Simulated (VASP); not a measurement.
A run of VASP 6.6.1:

The input POSCAR:

```
ScPd
1.0
    3.2830000000      0.0000000000      0.0246225000
    0.0000000000      3.2830000000      0.0000000000
    0.0246225000      0.0000000000      3.2830000000
Sc Pd
1 1
Direct
    0.5000000000      0.5000000000      0.5000000000
    0.0000000000      0.0000000000      0.0000000000
```

Contents of INCAR.step1:

```
PREC = Accurate
ENCUT = 520
ISMEAR = 0
SIGMA = 0.15
LREAL = False
LASPH = True
NELM = 60
NBANDS = 18
GGA = PE
ALGO = Normal
EDIFF = 1E-4
LWAVE = True
LCHARG = False
```

Contents of INCAR.step2:

```
PREC = Accurate
ENCUT = 520
EDIFF = 1E-6
ISMEAR = 0
SIGMA = 0.15
LREAL = False
LASPH = True
NELM = 60
ALGO = Normal
ISIF = 2
LWAVE = False
LCHARG = False
METAGGA = R2SCAN
LMIXTAU = True
NBANDS = 18
ISTART = 1
```

KPOINTS

```
regular mesh
0
Gamma
  14 14 14
```

Potentials or basis: VASP PAW PBE potentials, release 64 (Sc_sv, Pd).

Run with:

```console
$ cat potpaw_PBE.64/Sc_sv/POTCAR potpaw_PBE.64/Pd/POTCAR > POTCAR
$ cp INCAR.step1 INCAR
$ mpirun -np 1 vasp_std > vasp.out
$ cp INCAR.step2 INCAR
$ mpirun -np 1 vasp_std > vasp.out
```

Hardware: 1 thread of Intel Xeon 8259CL, with other jobs on the host.

**Question.** Estimate the wall time of this run.

**Answer.** Run time: 7 min on 1 thread of Intel Xeon 8259CL, on a shared host, peak memory 0.4 GiB. Counts: k points 456.
